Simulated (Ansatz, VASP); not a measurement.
**K: VASP beside Ansatz**

```
K
1.0
     4.65494    0.00000    0.00000
    -2.32747    4.03130    0.00000
     0.00000    0.00000    7.60152
K
2
Direct
  0.33333 0.66667 0.25000
  0.66667 0.33333 0.75000
```

Alike in both runs: task relaxation of cell and atoms; functional LDA; k mesh 8 × 8 × 4; occupations fermi-dirac, width 0.1 eV; no spin polarisation.

```csv
,VASP,Ansatz
version,VASP 6.6.1,Ansatz 0.2.0
potentials or method,"VASP PAW LDA potentials, release 64 (K_sv), cutoff 600 eV","plane waves (420 eV) with PAW, scalar-relativistic"
valence electrons in the cell,18,18
```

|  | VASP | Ansatz | Ansatz less VASP |
| --- | --- | --- | --- |
| relaxed volume (Å³/atom) | 64.68 | 64.67 | -0.013 |
| relaxed cell length with the largest relative difference (Å) | 7.349 | 7.343 | -0.0053 |

Ansatz warns that its potentials were made for another functional, while VASP's fit it. LDA's correlation is that of Perdew and Zunger in VASP and of Perdew and Wang (1992) in Ansatz.
